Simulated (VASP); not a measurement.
# Mo in VASP: further runs

The runs below take Mo through single point, with PBEsol.

Program: VASP 6.6.1. These are calculated values, not measurements. Logs are shortened: lines on timing, memory, paths and dates and some standing lists are left out, and cuts for length are marked.

### 1 The cell of the first run

The cell holds a wire with vacuum, 6 atoms: a = 13.700 Å, b = 14.000 Å, c = 3.068 Å, α = 90.00°, β = 90.00°, γ = 90.00°.

### 2 Single point, PBEsol

INCAR

```
PREC = Accurate
ENCUT = 520
EDIFF = 1E-6
ISMEAR = 0
SIGMA = 0.05
LREAL = False
LASPH = True
NELM = 80
ALGO = Normal
ISIF = 2
LWAVE = False
LCHARG = False
GGA = PS
NBANDS = 51
```

KPOINTS

```
Automatic mesh
0
Gamma
  1 1 17
```

POSCAR

```
Mo
1.0
   13.7000000000      0.0000000000      0.0000000000
    0.0000000000     14.0000000000      0.0000000000
    0.0000000000      0.0000000000      3.0678297596
Mo
6
Direct
    0.3405673374      0.5652718014      0.0000000000
    0.5667882571      0.3440271574      0.0000000000
    0.5513226220      0.5502555677      0.0000000000
    0.4486773780      0.4497444323      0.5000000000
    0.4332117429      0.6559728426      0.5000000000
    0.6594326626      0.4347281986      0.5000000000
```

Potentials or basis: VASP PAW PBE potentials, release 64 (Mo_sv).

On the command line:

```console
$ cat potpaw_PBE.64/Mo_sv/POTCAR > POTCAR
$ mpirun -np 1 vasp_std > vasp.out
```

OUTCAR:

```text
PREC = Accurate
   ENCUT = 520
   EDIFF = 1E-6
   ISMEAR = 0
   LREAL = False
   LASPH = True
   NELM = 80
   ISIF = 2
   GGA = PS

 ion  position               nearest neighbor table
   1  0.341  0.565  0.000-   5 2.36   5 2.36   4 2.68   4 2.68   3 2.89
   2  0.567  0.344  0.000-   6 2.36   6 2.36   4 2.68   4 2.68   3 2.89
   3  0.551  0.550  0.000-   4 2.51   4 2.51   5 2.68   5 2.68   6 2.68   6 2.68   2 2.89   1 2.89

   4  0.449  0.450  0.500-   3 2.51   3 2.51   2 2.68   2 2.68   1 2.68   1 2.68   5 2.89   6 2.89

   5  0.433  0.656  0.500-   1 2.36   1 2.36   3 2.68   3 2.68   4 2.89
   6  0.659  0.435  0.500-   2 2.36   2 2.36   3 2.68   3 2.68   4 2.89

  LATTYP: Found a simple orthorhombic cell.
 ALAT       =     3.0678297596
 B/A-ratio  =     4.4656976017
 C/A-ratio  =     4.5634866003

  Lattice vectors:

 A1 = (   0.0000000000,   0.0000000000,   3.0678297596)
 A2 = (  13.7000000000,   0.0000000000,   0.0000000000)
 A3 = (   0.0000000000,  14.0000000000,   0.0000000000)

Analysis of symmetry for initial positions (statically):
=====================================================================
 Subroutine PRICEL returns:
 Original cell was already a primitive cell.

 Routine SETGRP: Setting up the symmetry group for a
 simple orthorhombic supercell.

 Subroutine GETGRP returns: Found  4 space group operations
 (whereof  2 operations were pure point group operations)
 out of a pool of  8 trial point group operations.

The static configuration has the point symmetry C_1h.
 The point group associated with its full space group is C_2h.

Analysis of symmetry for dynamics (positions and initial velocities):
=====================================================================
 Subroutine PRICEL returns:
 Original cell was already a primitive cell.

 Routine SETGRP: Setting up the symmetry group for a
 simple orthorhombic supercell.

 Subroutine GETGRP returns: Found  4 space group operations
 (whereof  2 operations were pure point group operations)
 out of a pool of  8 trial point group operations.

The dynamic configuration has the point symmetry C_1h.
 The point group associated with its full space group is C_2h.

 Subroutine INISYM returns: Found  4 space group operations
 (whereof  2 operations are pure point group operations),
 and found     1 'primitive' translations

[... 88 lines left out ...]
   EDIFFG = 0.1E-04   stopping-criterion for IOM
   NSW    =      0    number of steps for IOM
   IBRION =     -1    ionic relax: 0-MD 1-quasi-New 2-CG
   NFREE  =      0    steps in history (QN), initial steepest desc. (CG)
   ISIF   =      2    stress and relaxation
   ISYM   =      2    0-nonsym 1-usesym 2-fastsym
   POTIM  = 0.5000    time-step for ionic-motion
   TEBEG  =    0.0;   TEEND  =   0.0 temperature during run
   PSTRESS=    0.0 pullay stress
   NELECT =      84.0000    total number of electrons
   NUPDOWN=      -1.0000    fix difference up-down
   EMIN   =  10.00;   EMAX   =-10.00  energy-range for DOS
   EFERMI =   0.00;   METHOD = LEGACY
   ISMEAR =     0;   SIGMA  =   0.05  broadening in eV -4-tet -1-fermi 0-gaus
   EFERMI_NEDOS =   21; number of points for ismear=-14 and -15
   IALGO  =     38    algorithm
   IMIX   =      4    mixing-type and parameters
     AMIX     =   0.40;   BMIX     =  1.00
     AMIX_MAG =   1.60;   BMIX_MAG =  1.00
  volume/ion in A,a.u.               =      98.07       661.80
  Fermi-wavevector in a.u.,A,eV,Ry     =   0.855608  1.616864  9.960341  0.732064
  Thomas-Fermi vector in A             =   1.972383
   LORBIT       =      0    0 simple, 1 ext, 2 COOP (PROOUT), +10 PAW based schemes
   GGA     = PS    functional components
   LHFCALC =     F    Hartree Fock is set to
   AEXX    =    0.0000 exact exchange contribution
   IVDW    =     0    specifies the selected vdW correction
   LEPSILON=     F    determine dielectric tensor
   LRPA    =     F    only Hartree local field effects (RPA)
 non-spin polarized calculation
 Gauss-broadening in eV      SIGMA  =   0.05
  energy-cutoff  :      520.00
  volume of cell :      588.41
 maximum number of plane-waves:     15873
 NGX is ok and might be reduce to   108
   NGX = 51   NGY = 53   NGZ = 11

 number of electron      83.9999994 magnetization

 Free energy of the ion-electron system (eV)
  ---------------------------------------------------
  ext. energy  EPLUGINS =         0.00000000
  ---------------------------------------------------
  free energy    TOTEN  =       -58.54999817 eV

  energy without entropy =      -58.53840713  energy(sigma->0) =      -58.54420265

 E-fermi :  -1.0679     XC(G=0):  -3.4388

 val. band max:       -1.0779103456   @ k =   0.0000   0.0000   0.4706
 cond. band min:      -1.0148421341   @ k =   0.0000   0.0000   0.0000
 fundamental gap:      0.0630682115
 Fermi energy:        -1.0678975571

 k-point     1 :       0.0000    0.0000    0.0000
  band No.  band energies     occupation
      1     -62.2632      2.00000
      2     -62.1347      2.00000
      3     -62.0201      2.00000
      4     -61.8896      2.00000
      5     -61.6128      2.00000
      6     -61.5892      2.00000
[... 475 lines left out ...]
     50       0.9710      0.00000
     51       1.2847      0.00000

------------------------ aborting loop because EDIFF is reached ----------------------------------------

  FORCE on cell =-STRESS in cart. coord.  units (eV):
  Direction    XX          YY          ZZ          XY          YZ          ZX
  --------------------------------------------------------------------------------------
  -------------------------------------------------------------------------------------
  Total        0.3913868      0.3924917      0.5395186      0.1745750      0.0000000      0.0000000
  in kB        1.0657047      1.0687134      1.4690520      0.4753492      0.0000000      0.0000000
  external PRESSURE =       1.2011567 kB  Pullay stress =       0.0000000 kB

 VOLUME and BASIS-vectors are now :
 -----------------------------------------------------------------------------
  energy-cutoff  :      520.00
  volume of cell :      588.41
      direct lattice vectors                 reciprocal lattice vectors
    13.700000000  0.000000000  0.000000000     0.072992701  0.000000000  0.000000000
     0.000000000 14.000000000  0.000000000     0.000000000  0.071428571  0.000000000
     0.000000000  0.000000000  3.067829760     0.000000000  0.000000000  0.325963329

 POSITION                                       TOTAL-FORCE (eV/Angst)
 -----------------------------------------------------------------------------------
      4.66577      7.91381      0.00000        -0.115047     -0.074942      0.000000
      7.76500      4.81638      0.00000        -0.074481     -0.116040      0.000000
      7.55312      7.70358      0.00000         0.041422      0.041242      0.000000
      6.14688      6.29642      1.53391        -0.041422     -0.041242      0.000000
      5.93500      9.18362      1.53391         0.074481      0.116040      0.000000
      9.03423      6.08619      1.53391         0.115047      0.074942      0.000000
 -----------------------------------------------------------------------------------
    total drift:                               -0.000000      0.000000     -0.000000

  FREE ENERGIE OF THE ION-ELECTRON SYSTEM (eV)
  ---------------------------------------------------
  free  energy   TOTEN  =       -58.5499981716 eV

  energy  without entropy=      -58.5384071271  energy(sigma->0) =      -58.54420265
```

stdout:

```text
POSCAR found type information on POSCAR Mo
 POSCAR found :  1 types and       6 ions
 scaLAPACK will be used
 -----------------------------------------------------------------------------
|                                                                             |
|                                                                             |
|     You enforced a specific xc type in the INCAR file but a different       |
|     I HOPE YOU KNOW WHAT YOU ARE DOING!                                     |
|                                                                             |
 -----------------------------------------------------------------------------

 LDA part: xc-table for (Slater+PW92), standard interpolation
 POSCAR, INCAR and KPOINTS ok, starting setup
 FFT: planning ... GRIDC
 FFT: planning ... GRID_SOFT
 FFT: planning ... GRID
 WAVECAR not read
 entering main loop
```

It took 7.2 min on 1 thread of Intel Xeon Platinum 8488C (Sapphire Rapids), shared host; peak memory 0.67 GiB.

What came out:

```
Free energy            : -58.5500 eV
Largest force          : 0.138 eV/Å
Band gap on the k mesh : zero (band 42 reaches -1.08 eV, above the bottom of band 43 at -1.12 eV)
```

Forces in eV/Å, atoms in the order of the input:
```
Mo  -0.115 -0.075  0.000
Mo  -0.074 -0.116  0.000
Mo   0.041  0.041  0.000
Mo  -0.041 -0.041  0.000
Mo   0.074  0.116  0.000
Mo   0.115  0.075  0.000
```

Caveat: the PAW data sets were made with another functional, which shifts forces and pressure a little.

### 3 Single point, PBEsol

This run uses another cell than the first one, of 100.03 Å³/atom, 1.020 times its volume.

INCAR

```
SYSTEM = Mo
PREC = Accurate
ENCUT = 520
EDIFF = 1E-6
ISMEAR = 0
SIGMA = 0.05
LREAL = .False.
LASPH = .True.
NELM = 80
ALGO = Normal
ISIF = 2
LWAVE = .False.
LCHARG = .False.
GGA = PS
NBANDS = 51
```

KPOINTS

```
Automatic mesh
0
Gamma
  1 1 17
  0 0 0
```

POSCAR

```
Mo
1.0
   13.7000000000      0.0000000000      0.0000000000
    0.0000000000     14.0000000000      0.0000000000
    0.0000000000      0.0000000000      3.1292881327
Mo
6
Direct
    0.3286886059      0.5558801452      0.0000000000
    0.5571037980      0.3323595643      0.0000000000
    0.5571037980      0.5558801452      0.0000000000
    0.4428962020      0.4441198548      0.5000000000
    0.4428962020      0.6676404357      0.5000000000
    0.6713113941      0.4441198548      0.5000000000
```

Potentials or basis: VASP PAW PBE potentials, release 64 (Mo_sv).

On the command line:

```console
$ cat potpaw_PBE.64/Mo_sv/POTCAR > POTCAR
$ mpirun -np 1 vasp_std > vasp.out
```

OUTCAR:

```text
SYSTEM = Mo
   PREC = Accurate
   ENCUT = 520
   EDIFF = 1E-6
   ISMEAR = 0
   LREAL = .False.
   LASPH = .True.
   NELM = 80
   ISIF = 2
   GGA = PS

 ion  position               nearest neighbor table
   1  0.329  0.556  0.000-   4 2.71   4 2.71   5 2.71   5 2.71   3 3.13
   2  0.557  0.332  0.000-   4 2.71   4 2.71   6 2.71   6 2.71   3 3.13
   3  0.557  0.556  0.000-   4 2.71   4 2.71   6 2.71   6 2.71   5 2.71   5 2.71   1 3.13   2 3.13

   4  0.443  0.444  0.500-   3 2.71   3 2.71   1 2.71   1 2.71   2 2.71   2 2.71   6 3.13   5 3.13

   5  0.443  0.668  0.500-   3 2.71   3 2.71   1 2.71   1 2.71   4 3.13
   6  0.671  0.444  0.500-   3 2.71   3 2.71   2 2.71   2 2.71   4 3.13

  LATTYP: Found a simple orthorhombic cell.
 ALAT       =     3.1292881327
 B/A-ratio  =     4.3779925079
 C/A-ratio  =     4.4738609570

  Lattice vectors:

 A1 = (   0.0000000000,   0.0000000000,   3.1292881327)
 A2 = (  13.7000000000,   0.0000000000,   0.0000000000)
 A3 = (   0.0000000000,  14.0000000000,   0.0000000000)

Analysis of symmetry for initial positions (statically):
=====================================================================
[... 171 lines left out ...]
 fundamental gap:      0.0038176355
 Fermi energy:        -1.1998687447

 k-point     1 :       0.0000    0.0000    0.0000
  band No.  band energies     occupation
      1     -62.3280      2.00000
      2     -62.1939      2.00000
      3     -62.1854      2.00000
      4     -62.1256      2.00000
      5     -62.0669      2.00000
      6     -62.0199      2.00000
[... 475 lines left out ...]
     50       0.4372      0.00000
     51       0.8385      0.00000

------------------------ aborting loop because EDIFF is reached ----------------------------------------

  FORCE on cell =-STRESS in cart. coord.  units (eV):
  Direction    XX          YY          ZZ          XY          YZ          ZX
  --------------------------------------------------------------------------------------
  -------------------------------------------------------------------------------------
  Total      -16.0174189    -16.0206828    -19.3202371     -1.2470932      0.0000000      0.0000000
  in kB      -42.7571707    -42.7658836    -51.5737699     -3.3290119      0.0000000      0.0000000
  external PRESSURE =     -45.6989414 kB  Pullay stress =       0.0000000 kB

 VOLUME and BASIS-vectors are now :
 -----------------------------------------------------------------------------
  energy-cutoff  :      520.00
  volume of cell :      600.20
      direct lattice vectors                 reciprocal lattice vectors
    13.700000000  0.000000000  0.000000000     0.072992701  0.000000000  0.000000000
     0.000000000 14.000000000  0.000000000     0.000000000  0.071428571  0.000000000
     0.000000000  0.000000000  3.129288133     0.000000000  0.000000000  0.319561497

 POSITION                                       TOTAL-FORCE (eV/Angst)
 -----------------------------------------------------------------------------------
      4.50303      7.78232      0.00000         3.263974      0.909897      0.000000
      7.63232      4.65303      0.00000         0.909758      3.264514      0.000000
      7.63232      7.78232      0.00000        -1.331113     -1.330839      0.000000
      6.06768      6.21768      1.56464         1.331113      1.330839      0.000000
      6.06768      9.34697      1.56464        -0.909758     -3.264514      0.000000
      9.19697      6.21768      1.56464        -3.263974     -0.909897      0.000000
 -----------------------------------------------------------------------------------
    total drift:                                0.000000      0.000000      0.000000

  FREE ENERGIE OF THE ION-ELECTRON SYSTEM (eV)
  ---------------------------------------------------
  free  energy   TOTEN  =       -56.3617310111 eV

  energy  without entropy=      -56.3354401496  energy(sigma->0) =      -56.34858558
```

OSZICAR:

```text
N       E                     dE             d eps       ncg     rms          rms(c)
DAV:   1     0.642451512309E+03    0.64245E+03   -0.49254E+04  1350   0.132E+03
DAV:   2    -0.219228362086E+02   -0.66437E+03   -0.64894E+03  1123   0.342E+02
DAV:   3    -0.610464712996E+02   -0.39124E+02   -0.37660E+02  1075   0.621E+01
[... 18 lines left out ...]
DAV:  22    -0.563617150089E+02   -0.37530E-04   -0.24311E-06   724   0.489E-03    0.102E-03
DAV:  23    -0.563617276373E+02   -0.12628E-04   -0.95606E-07   684   0.219E-03    0.616E-04
DAV:  24    -0.563617295044E+02   -0.18671E-05   -0.24058E-07   628   0.178E-03    0.278E-04
DAV:  25    -0.563617306691E+02   -0.11647E-05   -0.13197E-07   580   0.766E-04    0.145E-04
DAV:  26    -0.563617310111E+02   -0.34199E-06   -0.58846E-08   556   0.619E-04
   1 F= -.56361731E+02 E0= -.56348586E+02  d E =-.262909E-01
```

Run time: 9 min. Hardware: 1 thread of Intel Xeon Platinum 8488C (Sapphire Rapids), shared host; peak memory 0.64 GiB.

Results:

```
Free energy            : -56.3617 eV
Largest force          : 3.389 eV/Å
Band gap on the k mesh : zero (band 42 reaches -1.17 eV, above the bottom of band 43 at -1.34 eV)
```

Forces on the atoms (eV/Å):
```
Mo   3.264  0.910  0.000
Mo   0.910  3.265  0.000
Mo  -1.331 -1.331  0.000
Mo   1.331  1.331  0.000
Mo  -0.910 -3.265  0.000
Mo  -3.264 -0.910  0.000
```

Caveat: the PAW data sets were made with another functional, which shifts forces and pressure a little.
